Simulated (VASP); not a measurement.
Crystal: Zn2S.

```xyz
6
Lattice="3.9537 0.0000 0.0000 0.0000 3.9537 0.0000 0.0000 0.0000 5.8939" Properties=species:S:1:pos:R:3 pbc="T T T"
Zn    0.0000    0.0000    0.0000
Zn    1.9768    1.9768    0.0000
Zn    1.9768    0.0000    1.5451
Zn    0.0000    1.9768    4.3489
S     1.9768    0.0000    4.1371
S     0.0000    1.9768    1.7568
```

```yaml
Program: VASP 6.6.1
Task: relaxation of cell and atoms
Functional: PBE
Potentials_or_basis: VASP PAW PBE potentials, release 64 (Zn, S)
Cutoff: 600 eV
k_mesh: 4 × 4 × 4
Occupations: gaussian, width 0.1 eV
Spin: no spin polarisation
```

At the start: pressure 12.8 GPa; volume 15.36 Å³/atom.

Question: Where does the relaxation end?

Answer: Over 39 steps the energy falls by 345.3 meV/atom and the volume is 18.40 Å³/atom (+19.8 %); space group P4/nmm (No. 129, to 0.05 Å).

The path:
| step | energy change (eV) | largest force (eV/Å) | pressure (GPa) | volume (Å³) |
| --- | --- | --- | --- | --- |
| 1 | 0.0000 | 2.0752 | 12.82 | 92.13 |
| 2 | -0.8321 | 0.8452 | -3.49 | 109.50 |
| 3 | -0.8364 | 0.9080 | -2.65 | 107.93 |
| 4 | -1.0201 | 0.6305 | -1.52 | 105.48 |
| 5 | -1.0855 | 0.1386 | 0.57 | 102.98 |
| 6 | -1.0877 | 0.2354 | 0.07 | 103.44 |
| 7 | -1.0879 | 0.2051 | 0.20 | 103.34 |
| 8 | -1.1373 | 0.1817 | -0.05 | 103.06 |
| 9 | -1.2995 | 0.2837 | -0.19 | 102.01 |
| 10 | -1.4505 | 1.5191 | 2.37 | 99.01 |
| 11 | -1.4615 | 1.2006 | 1.62 | 99.60 |
| 12 | -1.4817 | 1.2106 | 1.52 | 99.64 |
| 13 | -1.5336 | 1.2593 | 1.36 | 99.73 |
| 14 | -1.5946 | 1.3960 | 1.52 | 99.75 |
| 15 | -1.4653 | 1.7003 | 3.75 | 99.16 |
| 16 | -1.5888 | 1.4968 | 1.82 | 99.70 |
| 17 | -1.6321 | 1.3155 | 1.26 | 100.16 |
| 18 | -1.7236 | 0.8412 | -0.24 | 101.54 |
| 19 | -1.7711 | 0.4977 | -2.49 | 104.33 |
| 20 | -1.7733 | 0.4675 | -2.19 | 103.88 |
| 21 | -1.8024 | 0.4351 | -1.41 | 102.69 |
| 22 | -1.8318 | 0.3626 | 0.71 | 99.94 |
| 23 | -1.8431 | 0.3499 | 0.62 | 100.27 |
| 24 | -1.8744 | 0.3177 | 0.35 | 101.25 |
| 25 | -1.9287 | 0.2441 | -0.12 | 103.24 |
| 26 | -1.9850 | 0.0449 | -0.60 | 107.27 |
| 27 | -1.8102 | 0.8870 | -1.17 | 115.53 |
| 28 | -1.9908 | 0.0860 | -0.47 | 108.23 |
| 29 | -2.0064 | 0.0887 | -0.34 | 108.50 |
| 30 | -2.0407 | 0.1098 | -0.09 | 109.26 |
| 31 | -2.0348 | 0.2577 | 0.22 | 110.62 |
| 32 | -2.0505 | 0.1636 | 0.06 | 109.82 |
| 33 | -2.0508 | 0.1761 | 0.09 | 109.95 |
| 34 | -2.0576 | 0.1284 | 0.07 | 109.97 |
| 35 | -2.0685 | 0.0794 | 0.05 | 110.01 |
| 36 | -2.0692 | 0.0743 | 0.05 | 110.02 |
| 37 | -2.0692 | 0.0731 | 0.05 | 110.03 |
| 38 | -2.0701 | 0.0533 | 0.07 | 110.12 |
| 39 | -2.0717 | 0.0154 | 0.16 | 110.39 |

Final structure:
```xyz
6
Lattice="3.5822 0.0000 0.0000 0.0000 3.5822 0.0000 0.0000 0.0000 8.6025" Properties=species:S:1:pos:R:3 pbc="T T T"
Zn    0.0000    0.0000    0.0000
Zn    1.7911    1.7911    0.0000
Zn    1.7911    0.0000    3.2568
Zn    0.0000    1.7911    5.3457
S     1.7911    0.0000    5.7276
S     0.0000    1.7911    2.8749
```

Caveat: the k points lie up to 0.44 Å⁻¹ apart in the final cell; the volume moved by over 15 % at a fixed basis, so the end points are rough.
